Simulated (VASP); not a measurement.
Input of a VASP 6.6.1 run:

Contents of INCAR:

```
SYSTEM = Si8O15
ALGO = Normal
EDIFF = 1E-7
ENCUT = 520
GGA = PE
ISIF = 2
ISMEAR = 0
IVDW = 12
LASPH = .TRUE.
LCHARG = .FALSE.
LREAL = Auto
LWAVE = .FALSE.
NBANDS = 78
NELECT = 120.0
NELM = 60
PREC = Accurate
SIGMA = 0.02
```

File KPOINTS:

```
k-points
0
G
  2 2 2
  0 0 0
```

The input POSCAR:

```
Si8O15
1.0
   -4.1929000000     -4.1929000000      0.0000000000
    4.1929000000     -4.1929000000      0.0000000000
    0.0000000000      0.0000000000      5.3408000000
Si O
8 15
Direct
    0.5382141239      0.5001874598      0.0001788122
   -0.0099471726      0.5001797086      0.2755356875
    0.4919133535      0.5001849555      0.5001788122
   -0.0099523003      0.5001826898      0.7248202516
   -0.0012010780      0.0001819743      0.0001788122
    0.4974522407      0.0001849555      0.2484092271
    0.0022758711      0.0001842400      0.5001788122
    0.4974536717      0.0001863865      0.7519480228
   -0.1317911231      0.5001905602      0.0001778760
    0.0036295881      0.2001212764      0.2519684317
    0.0036299459      0.8002487538      0.2519708658
    0.1944865129      0.5001849555      0.5001810590
    0.0036263684      0.2001216342      0.7483890054
    0.7928703284      0.5001841208      0.5001760036
    0.0036268454      0.8002487538      0.7483863841
    0.6945940757      0.0001863865      0.0001793739
    0.4954198765      0.6886605929      0.2401737567
    0.3024515252      0.0001855518      0.0001778760
    0.4954184455      0.3117136111      0.2401716971
    0.6930336998      0.0001884137      0.5001776887
    0.4954230962      0.6886604737      0.7601833059
    0.3072309142      0.0001882945      0.5001793739
    0.4954223807      0.3117132534      0.7601849910
```

Potentials or basis: VASP PAW PBE potentials, release 64 (Si, O).

Run with:

```bash
$ cat potpaw_PBE.64/Si/POTCAR potpaw_PBE.64/O/POTCAR > POTCAR
$ mpirun -np 1 vasp_std > vasp.out
```

Question: Predict the largest force.

Answer: 2.509 eV/Å.

Question: What does it give for the dispersion energy per atom?

Answer: -0.236 eV.

Forces on the atoms (eV/Å):
```
Si  -0.803 -0.802  0.000
Si   0.146  0.146 -0.220
Si   0.089  0.088  0.000
Si   0.146  0.146  0.220
Si  -0.108 -0.109  0.000
Si  -0.075 -0.075 -0.024
Si  -0.155 -0.156  0.000
Si  -0.075 -0.075  0.024
O    1.774  1.775  0.000
O   -0.047 -0.228 -0.202
O   -0.227 -0.046 -0.203
O    0.087  0.088  0.000
O   -0.047 -0.228  0.202
O    0.032  0.032  0.000
O   -0.227 -0.046  0.203
O   -0.120 -0.120  0.000
O    0.007 -0.069  0.052
O   -0.046 -0.045  0.000
O   -0.068  0.006  0.053
O   -0.190 -0.190  0.000
O    0.007 -0.069 -0.052
O   -0.030 -0.030  0.000
O   -0.068  0.006 -0.053
```

Caveat: the k points lie up to 0.59 Å⁻¹ apart; the cell carries a net charge on a neutralising background, which shifts energy and pressure.
